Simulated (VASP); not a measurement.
# Zr (P6_3/mmc) in VASP: notebook, part 2 of 2

VASP 6.6.1. The steps go on from the part before.

## Step 3: Relaxation of cell and atoms, PBE

This run uses another cell than the first one, of 23.28 Å³/atom.

INCAR reads:

```
SYSTEM = Zr
ALGO     = Normal         ! electronic algorithm
EDIFF    = 1E-6           ! SCF threshold, eV
EDIFFG   = -0.003         ! ionic threshold
ENCUT    = 600            ! plane-wave cutoff, eV
GGA      = PE             ! functional
IBRION   = 2              ! ionic algorithm
ISIF     = 3              ! what is computed and relaxed
ISMEAR   = -1             ! smearing method
LASPH    = .TRUE.         ! aspherical terms in the spheres
LCHARG   = .FALSE.        ! write CHGCAR
LREAL    = .FALSE.        ! projectors in reciprocal space
LWAVE    = .FALSE.        ! write WAVECAR
NELM     = 60             ! most SCF steps
NSW      = 100            ! ionic steps
PREC     = Accurate       ! precision mode
SIGMA    = 0.05           ! smearing width, eV
```

KPOINTS reads:

```
k-points
0
G
  18 18 10
  0 0 0
```

POSCAR reads:

```
Zr
1.0
    3.2320000000      0.0000000000      0.0000000000
   -1.6160000000      2.7989941050      0.0000000000
    0.0000000000      0.0000000000      5.1470000000
Zr
2
Direct
    0.3333333333      0.6666666667      0.2500000000
    0.6666666667      0.3333333333      0.7500000000
```

Potentials or basis: VASP PAW PBE potentials, release 64 (Zr_sv).

Launch:

```
$ cat potpaw_PBE.64/Zr_sv/POTCAR > POTCAR
$ mpirun -np 1 vasp_std > vasp.out
```

OUTCAR:

```text
SYSTEM = Zr
   EDIFF = 1E-6
   EDIFFG = -0.003
   ENCUT = 600
   GGA = PE
   IBRION = 2
   ISIF = 3
   ISMEAR = -1
   LASPH = .TRUE.
   LREAL = .FALSE.
   NELM = 60
   NSW = 100
   PREC = Accurate

 ion  position               nearest neighbor table
   1  0.333  0.667  0.250-   2 3.18   2 3.18   2 3.18   2 3.18   2 3.18   2 3.18
   2  0.667  0.333  0.750-   1 3.18   1 3.18   1 3.18   1 3.18   1 3.18   1 3.18

  LATTYP: Found a hexagonal cell.
 ALAT       =     3.2320000000
 C/A-ratio  =     1.5925123762

  Lattice vectors:

 A1 = (   3.2320000000,   0.0000000000,   0.0000000000)
 A2 = (  -1.6160000000,   2.7989941050,   0.0000000000)
 A3 = (   0.0000000000,   0.0000000000,   5.1470000000)

Analysis of symmetry for initial positions (statically):
=====================================================================
 Subroutine PRICEL returns:
[... 323 lines left out ...]
  ---------------------------------------------------
  free energy    TOTEN  =       -17.04905345 eV

  energy without entropy =      -17.03173849  energy(sigma->0) =      -17.04039597

 E-fermi :   8.9413     XC(G=0): -11.0603

 val. band max:        8.9350224606   @ k =   0.3333   0.2778   0.3000
 cond. band min:       8.9420616633   @ k =   0.0000   0.0000   0.4000
 fundamental gap:      0.0070392026
 Fermi energy:         8.9412760773

 k-point     1 :       0.0000    0.0000    0.0000
  band No.  band energies     occupation
      1     -39.9066      2.00000
      2     -39.7578      2.00000
      3     -18.4170      2.00000
      4     -17.5602      2.00000
      5     -17.5602      2.00000
      6     -17.4349      2.00000
[... 433 lines left out ...]
      3     -18.2077      2.00000
      4     -18.0487      2.00000
      5     -17.9945      2.00000
      6     -17.8024      2.00000
[... 8 lines left out ...]
     15      10.3354      0.00000
     16      13.2169      0.00000

 [... further k-points ...]
[... 5 lines left out ...]
  --------------------------------------------------------------------------------------
  -------------------------------------------------------------------------------------
  Total        0.0022919      0.0022919     -0.0013533      0.0000000      0.0000000      0.0000000
  in kB        0.0784836      0.0784836     -0.0463431      0.0000000      0.0000000      0.0000000
  external PRESSURE =       0.0368747 kB  Pullay stress =       0.0000000 kB
[... 17 lines left out ...]
  FREE ENERGIE OF THE ION-ELECTRON SYSTEM (eV)
  ---------------------------------------------------
  free  energy   TOTEN  =       -17.0490534538 eV

  energy  without entropy=      -17.0317384916  energy(sigma->0) =      -17.04039597

 reached required accuracy - stopping structural energy minimisation
```

OSZICAR:

```text
N       E                     dE             d eps       ncg     rms          rms(c)
DAV:   1     0.239246211776E+03    0.23925E+03   -0.14609E+04  7104   0.166E+03
DAV:   2    -0.213574253436E+01   -0.24138E+03   -0.23916E+03  9000   0.436E+02
DAV:   3    -0.174172853763E+02   -0.15282E+02   -0.15137E+02 13504   0.846E+01
DAV:   4    -0.177499717030E+02   -0.33269E+00   -0.33258E+00  7640   0.132E+01
[... 37 lines left out ...]
DAV:   1    -0.170492009444E+02   -0.15845E-03   -0.93255E-03  7104   0.920E-01    0.741E-02
DAV:   2    -0.170490842840E+02    0.11666E-03   -0.30706E-04  8064   0.145E-01    0.336E-02
DAV:   3    -0.170490511290E+02    0.33155E-04   -0.13716E-04  9576   0.873E-02    0.102E-02
DAV:   4    -0.170490526498E+02   -0.15208E-05   -0.38040E-06  7680   0.163E-02    0.408E-03
DAV:   5    -0.170490534538E+02   -0.80402E-06   -0.74307E-07  4280   0.732E-03
   5 F= -.17049053E+02 E0= -.17040396E+02  d E =-.714559E-04
```

Run time: 7.2 min. Hardware: 1 thread of Intel Xeon Platinum 8259CL at 2.50GHz (Skylake/Cascade Lake), shared host; peak memory 0.31 GiB.

What came out:

```yaml
Free_energy: -17.0491 eV
Relaxed_volume: 23.39 Å³/atom
Relaxed_cell: a = 3.232 Å, b = 3.232 Å, c = 5.171 Å, α = 90.00°, β = 90.00°, γ = 120.00°
Space_group_after_relaxing_to_0.1_Å: P6_3/mmc (No. 194)
Energy_gained_by_relaxing: 0.3 meV/atom
Ionic_steps: 5
Pressure_after_relaxing: 0.0 GPa
Band_gap_on_the_k_mesh: zero (bands 12 and 13 overlap by 1.20 eV)
```

The path:
```
step  energy change (eV)  largest force (eV/Å)  pressure (GPa)  volume (Å³)
   1              0.0000                0.0000            0.49        46.56
   2             -0.0001                0.0000           -0.48        47.04
   3             -0.0005                0.0000           -0.04        46.82
   4             -0.0005                0.0000           -0.02        46.80
   5             -0.0005                0.0000            0.00        46.79
```

Final structure:
```
Zr
1.0
     3.23243    0.00000    0.00000
    -1.61622    2.79937    0.00000
     0.00000    0.00000    5.17061
Zr
2
Direct
  0.33333 0.66667 0.25000
  0.66667 0.33333 0.75000
```

PBE usually gives volumes a little too large and moduli too small. Zero-point motion and thermal expansion aren't in these numbers.
